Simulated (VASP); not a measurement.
# BaScO2F (P4/mmm) in VASP: single point with LDA

Aim: the single point of BaScO2F with LDA.

All numbers are computed with VASP 6.6.1; they aren't measurements. Logs are shortened: lines on timing, memory, paths and dates and some standing lists are left out, and cuts for length are marked.

## 1. The cell of the first run

Symmetry: P4/mmm, No. 123, tetragonal system. The conventional cell has a = 4.207 Å, b = 4.207 Å, c = 4.211 Å, α = 90.00°, β = 90.00°, γ = 90.00°. Within 3.9 Å of Ba (site symmetry 4/mmm) lie 4 F at 2.97 Å and 8 O at 2.98 Å and 8 Sc at 3.64 Å. Sc (site symmetry 4/mmm) has 4 O at 2.10 Å and 2 F at 2.11 Å within 2.8 Å. Within 2.8 Å of O (site symmetry mmm) lie 2 Sc at 2.10 Å. F (site symmetry 4/mmm) has 2 Sc at 2.11 Å within 2.8 Å.

## 2. Single point, LDA

File INCAR:

```
  PREC = Accurate
  ENCUT = 520
  EDIFF = 1E-6
  ISMEAR = 0
  SIGMA = 0.01
  LREAL = False
  LASPH = True
  NELM = 80
  ALGO = Normal
  ISIF = 2
  LWAVE = False
  LCHARG = True
  LELF = True
  LVHAR = True
  NBANDS = 28
```

File KPOINTS:

```
regular mesh
0
Gamma
  4 4 4
```

File POSCAR:

```
BaScO2F
1.0
    4.2069470000      0.0000000000      0.0000000000
    0.0000000000      4.2069470000      0.0000000000
    0.0000000000      0.0000000000      4.2114130000
Ba Sc O F
1 1 2 1
Direct
    0.5000000000      0.5000000000      0.5000000000
    0.0000000000      0.0000000000      0.0000000000
    0.5000000000      0.0000000000      0.0000000000
    0.0000000000      0.5000000000      0.0000000000
    0.0000000000      0.0000000000      0.5000000000
```

Potentials or basis: VASP PAW LDA potentials, release 64 (Ba_sv, Sc_sv, O, F).

On the command line:

```bash
$ cat potpaw_LDA.64/Ba_sv/POTCAR potpaw_LDA.64/Sc_sv/POTCAR potpaw_LDA.64/O/POTCAR potpaw_LDA.64/F/POTCAR > POTCAR
$ mpirun -np 1 vasp_std > vasp.out
```

OUTCAR:

```text
PREC = Accurate
   ENCUT = 520
   EDIFF = 1E-6
   ISMEAR = 0
   LREAL = False
   LASPH = True
   NELM = 80
   ISIF = 2

 ion  position               nearest neighbor table
   1  0.500  0.500  0.500-   5 2.97   5 2.97   5 2.97   5 2.97   4 2.98   3 2.98   4 2.98   3 2.98
                             4 2.98   3 2.98   4 2.98   3 2.98   2 3.64   2 3.64   2 3.64   2 3.64
   2  0.000  0.000  0.000-   3 2.10   4 2.10   4 2.10   3 2.10   5 2.11   5 2.11   1 3.64   1 3.64
                             1 3.64   1 3.64   1 3.64   1 3.64   1 3.64   1 3.64
   3  0.500  0.000  0.000-   2 2.10   2 2.10   1 2.98   1 2.98   1 2.98   1 2.98
   4  0.000  0.500  0.000-   2 2.10   2 2.10   1 2.98   1 2.98   1 2.98   1 2.98
   5  0.000  0.000  0.500-   2 2.11   2 2.11   1 2.97   1 2.97   1 2.97   1 2.97

  LATTYP: Found a simple tetragonal cell.
 ALAT       =     4.2069470000
 C/A-ratio  =     1.0010615774

  Lattice vectors:

 A1 = (   4.2069470000,   0.0000000000,   0.0000000000)
 A2 = (   0.0000000000,   4.2069470000,   0.0000000000)
 A3 = (   0.0000000000,   0.0000000000,   4.2114130000)

Analysis of symmetry for initial positions (statically):
=====================================================================
 Subroutine PRICEL returns:
 Original cell was already a primitive cell.

 Routine SETGRP: Setting up the symmetry group for a
 simple tetragonal supercell.

 Subroutine GETGRP returns: Found 16 space group operations
 (whereof 16 operations were pure point group operations)
 out of a pool of 16 trial point group operations.

The static configuration has the point symmetry D_4h.

Analysis of symmetry for dynamics (positions and initial velocities):
=====================================================================
 Subroutine PRICEL returns:
 Original cell was already a primitive cell.

 Routine SETGRP: Setting up the symmetry group for a
 simple tetragonal supercell.

 Subroutine GETGRP returns: Found 16 space group operations
 (whereof 16 operations were pure point group operations)
 out of a pool of 16 trial point group operations.

The dynamic configuration has the point symmetry D_4h.

 Subroutine INISYM returns: Found 16 space group operations
 (whereof 16 operations are pure point group operations),
 and found     1 'primitive' translations

----------------------------------------------------------------------------------------

                                     Primitive cell

  volume of cell :      74.5353

  direct lattice vectors                    reciprocal lattice vectors
     4.206947000  0.000000000  0.000000000     0.237702068  0.000000000  0.000000000
     0.000000000  4.206947000  0.000000000     0.000000000  0.237702068  0.000000000
     0.000000000  0.000000000  4.211413000     0.000000000  0.000000000  0.237449996

  length of vectors
     4.206947000  4.206947000  4.211413000     0.237702068  0.237702068  0.237449996

  position of ions in fractional coordinates (direct lattice)
     0.500000000  0.500000000  0.500000000
     0.000000000  0.000000000  0.000000000
     0.500000000  0.000000000  0.000000000
     0.000000000  0.500000000  0.000000000
     0.000000000  0.000000000  0.500000000

  ion indices of the primitive-cell ions
   primitive index   ion index
                 1           1
                 2           2
                 3           3
                 4           4
                 5           5

----------------------------------------------------------------------------------------

 KPOINTS: regular mesh

Automatic generation of k-mesh.
 Grid dimensions read from file:
 generate k-points for:    4    4    4

 Generating k-lattice:

  Cartesian coordinates                     Fractional coordinates (reciprocal lattice)
     0.059425517  0.000000000  0.000000000     0.250000000  0.000000000  0.000000000
     0.000000000  0.059425517  0.000000000     0.000000000  0.250000000  0.000000000
     0.000000000  0.000000000  0.059362499     0.000000000  0.000000000  0.250000000

  Length of vectors
     0.059425517  0.059425517  0.059362499

  Shift w.r.t. Gamma in fractional coordinates (k-lattice)
     0.000000000  0.000000000  0.000000000

 Subroutine IBZKPT returns following result:
 ===========================================

 Found     18 irreducible k-points:

 Following reciprocal coordinates:
            Coordinates               Weight
  0.000000  0.000000  0.000000      1.000000
  0.250000  0.000000  0.000000      4.000000
  0.500000  0.000000  0.000000      2.000000
  0.250000  0.250000  0.000000      4.000000
  0.500000  0.250000  0.000000      4.000000
  0.500000  0.500000  0.000000      1.000000
[... 10 lines left out ...]
  0.500000  0.250000  0.500000      4.000000
  0.500000  0.500000  0.500000      1.000000
   k-points           NKPTS =     18   k-points in BZ     NKDIM =     18   number of bands    NBANDS=     28
   number of dos      NEDOS =    301   number of ions     NIONS =      5
   total plane-waves  NPLWV =  32768
   dimension x,y,z NGX =    32 NGY =   32 NGZ =   32
   dimension x,y,z NGXF=    64 NGYF=   64 NGZF=   64
   ions per type =               1   1   2   1
   NGX,Y,Z   is equivalent  to a cutoff of  12.65, 12.65, 12.63 a.u.
   NGXF,Y,Z  is equivalent  to a cutoff of  25.29, 25.29, 25.26 a.u.
 SYSTEM =  unknown system
   PREC   = accura    normal or accurate (medium, high low for compatibility)
   ISTART =      0    job   : 0-new  1-cont  2-samecut
   ICHARG =      2    charge: 1-file 2-atom 10-const
   ISPIN  =      1    spin polarized calculation?
   LNONCOLLINEAR =      F non collinear calculations
   LSORBIT =      F    spin-orbit coupling
   LASPH  =      T    aspherical Exc in radial PAW
   ENCUT  =  520.0 eV  38.22 Ry    6.18 a.u.   7.82  7.82  7.83*2*pi/ulx,y,z
   NELM   =     80;   NELMIN=  2; NELMDL= -5     # of ELM steps
   EDIFF  = 0.1E-05   stopping-criterion for ELM
   LREAL  =      F    real-space projection
   EDIFFG = 0.1E-04   stopping-criterion for IOM
   NSW    =      0    number of steps for IOM
   IBRION =     -1    ionic relax: 0-MD 1-quasi-New 2-CG
   NFREE  =      0    steps in history (QN), initial steepest desc. (CG)
   ISIF   =      2    stress and relaxation
   ISYM   =      2    0-nonsym 1-usesym 2-fastsym
   POTIM  = 0.5000    time-step for ionic-motion
   TEBEG  =    0.0;   TEEND  =   0.0 temperature during run
   PSTRESS=    0.0 pullay stress
   NELECT =      40.0000    total number of electrons
   NUPDOWN=      -1.0000    fix difference up-down
   EMIN   =  10.00;   EMAX   =-10.00  energy-range for DOS
   EFERMI =   0.00;   METHOD = LEGACY
   ISMEAR =     0;   SIGMA  =   0.01  broadening in eV -4-tet -1-fermi 0-gaus
   EFERMI_NEDOS =   21; number of points for ismear=-14 and -15
   IALGO  =     38    algorithm
   IMIX   =      4    mixing-type and parameters
     AMIX     =   0.40;   BMIX     =  1.00
     AMIX_MAG =   1.60;   BMIX_MAG =  1.00
  volume/ion in A,a.u.               =      14.91       100.60
  Fermi-wavevector in a.u.,A,eV,Ry     =   1.330375  2.514045 24.080932  1.769899
  Thomas-Fermi vector in A             =   2.459467
   LORBIT       =      0    0 simple, 1 ext, 2 COOP (PROOUT), +10 PAW based schemes
   GGA     = CA    functional components
   LHFCALC =     F    Hartree Fock is set to
   AEXX    =    0.0000 exact exchange contribution
   IVDW    =     0    specifies the selected vdW correction
   LEPSILON=     F    determine dielectric tensor
   LRPA    =     F    only Hartree local field effects (RPA)
 non-spin polarized calculation
 Gauss-broadening in eV      SIGMA  =   0.01
  energy-cutoff  :      520.00
  volume of cell :       74.54
 maximum number of plane-waves:      2018
 NGX is ok and might be reduce to    32
   NGX = 15   NGY = 15   NGZ = 15

 number of electron      39.9999985 magnetization

 Free energy of the ion-electron system (eV)
  ---------------------------------------------------
  ext. energy  EPLUGINS =         0.00000000
  ---------------------------------------------------
  free energy    TOTEN  =       -40.15838590 eV

  energy without entropy =      -40.15838590  energy(sigma->0) =      -40.15838590

 E-fermi :   2.7107     XC(G=0): -10.9092

 val. band max:        2.5587285319   @ k =   0.5000   0.5000   0.5000
 cond. band min:       5.4234483973   @ k =   0.0000   0.0000   0.0000
 fundamental gap:      2.8647198654
 Fermi energy:         2.7106712859

 k-point     1 :       0.0000    0.0000    0.0000
  band No.  band energies     occupation
      1     -44.9081      2.00000
      2     -24.1957      2.00000
      3     -23.8338      2.00000
      4     -23.8338      2.00000
      5     -23.6305      2.00000
      6     -21.2100      2.00000
[... 20 lines left out ...]
     27       7.9017      0.00000
     28       8.3326      0.00000

 k-point     2 :       0.2500    0.0000    0.0000
  band No.  band energies     occupation
      1     -44.9072      2.00000
      2     -24.1941      2.00000
      3     -23.9214      2.00000
      4     -23.8322      2.00000
      5     -23.5509      2.00000
      6     -21.2473      2.00000
[... 20 lines left out ...]
     27       8.3824      0.00000
     28       9.3639      0.00000

 k-point     3 :       0.5000    0.0000    0.0000
  band No.  band energies     occupation
      1     -44.9064      2.00000
      2     -24.1925      2.00000
      3     -23.9892      2.00000
      4     -23.8305      2.00000
      5     -23.4882      2.00000
      6     -21.2865      2.00000
[... 20 lines left out ...]
     27       9.1526      0.00000
     28       9.1722      0.00000

 k-point     4 :       0.2500    0.2500    0.0000
  band No.  band energies     occupation
      1     -44.9064      2.00000
      2     -24.1925      2.00000
      3     -23.9178      2.00000
      4     -23.8846      2.00000
      5     -23.5217      2.00000
      6     -21.2623      2.00000
[... 392 lines left out ...]
     27       9.1112      0.00000
     28       9.7137      0.00000

 k-point    17 :       0.5000    0.2500    0.5000
  band No.  band energies     occupation
      1     -44.9022      2.00000
      2     -24.6662      2.00000
      3     -23.9317      2.00000
      4     -23.8787      2.00000
      5     -23.4909      2.00000
      6     -20.4910      2.00000
[... 20 lines left out ...]
     27       9.1923      0.00000
     28       9.6036      0.00000

 k-point    18 :       0.5000    0.5000    0.5000
  band No.  band energies     occupation
      1     -44.9013      2.00000
      2     -24.6631      2.00000
      3     -23.9294      2.00000
      4     -23.9294      2.00000
      5     -23.4729      2.00000
      6     -20.4851      2.00000
[... 20 lines left out ...]
     27       9.8997      0.00000
     28      10.6369      0.00000

------------------------ aborting loop because EDIFF is reached ----------------------------------------

  FORCE on cell =-STRESS in cart. coord.  units (eV):
  Direction    XX          YY          ZZ          XY          YZ          ZX
  --------------------------------------------------------------------------------------
  -------------------------------------------------------------------------------------
  Total       -3.9377622     -3.9377622     -3.9818279      0.0000000      0.0000000      0.0000000
  in kB      -84.6443840    -84.6443840    -85.5916024      0.0000000      0.0000000      0.0000000
  external PRESSURE =     -84.9601235 kB  Pullay stress =       0.0000000 kB

 VOLUME and BASIS-vectors are now :
 -----------------------------------------------------------------------------
  energy-cutoff  :      520.00
  volume of cell :       74.54
      direct lattice vectors                 reciprocal lattice vectors
     4.206947000  0.000000000  0.000000000     0.237702068  0.000000000  0.000000000
     0.000000000  4.206947000  0.000000000     0.000000000  0.237702068  0.000000000
     0.000000000  0.000000000  4.211413000     0.000000000  0.000000000  0.237449996

 POSITION                                       TOTAL-FORCE (eV/Angst)
 -----------------------------------------------------------------------------------
      2.10347      2.10347      2.10571         0.000000      0.000000      0.000000
      0.00000      0.00000      0.00000         0.000000      0.000000      0.000000
      2.10347      0.00000      0.00000         0.000000      0.000000      0.000000
      0.00000      2.10347      0.00000         0.000000      0.000000      0.000000
      0.00000      0.00000      2.10571         0.000000      0.000000      0.000000
 -----------------------------------------------------------------------------------
    total drift:                                0.000000      0.000000     -0.000000

  FREE ENERGIE OF THE ION-ELECTRON SYSTEM (eV)
  ---------------------------------------------------
  free  energy   TOTEN  =       -40.1583858981 eV

  energy  without entropy=      -40.1583858981  energy(sigma->0) =      -40.15838590
```

It took 19 s on 1 thread of AMD EPYC 9R14 (Zen 4), shared host; peak memory 0.15 GiB.

What came out:

| Quantity | Value |
| --- | --- |
| Free energy | -40.1584 eV |
| Pressure | -8.5 GPa |
| Band gap on the k mesh | 2.86 eV, indirect (least direct gap 3.24 eV) |

Stress tensor (GPa, compression positive):
```
-8.46  0.00  0.00
 0.00 -8.46  0.00
 0.00  0.00 -8.56
```

Levels at points of the mesh, in eV from the valence-band top:
| k point | band 16 | band 17 | band 18 | band 19 | band 20 | band 21 | band 22 | band 23 | band 24 | band 25 |
| --- | --- | --- | --- | --- | --- | --- | --- | --- | --- | --- |
| (0.00, 0.00, 0.00) | -1.67 | -1.15 | -1.12 | -0.38 | -0.38 | 2.86 | 2.86 | 3.10 | 3.14 | 3.50 |
| (0.50, 0.00, 0.00) | -1.79 | -1.76 | -1.75 | -1.54 | -1.16 | 3.22 | 4.58 | 4.65 | 4.93 | 4.97 |
| (0.50, 0.50, 0.00) | -3.55 | -2.90 | -2.44 | -2.44 | -0.09 | 4.16 | 4.66 | 4.66 | 5.35 | 6.52 |
| (0.00, 0.00, 0.50) | -2.29 | -2.29 | -1.98 | -0.53 | -0.53 | 3.54 | 4.00 | 4.00 | 5.12 | 5.41 |
| (0.50, 0.00, 0.50) | -2.22 | -1.84 | -1.24 | -1.20 | -0.96 | 3.73 | 4.93 | 4.97 | 5.61 | 5.87 |
| (0.50, 0.50, 0.50) | -2.88 | -2.34 | -1.34 | -1.34 | 0.00 | 4.13 | 5.11 | 5.11 | 5.26 | 5.26 |

Caveat: spin-orbit coupling is left out, which moves the levels of the heavy elements. Expect the measured gap to be larger: semilocal functionals such as LDA lack the derivative discontinuity.
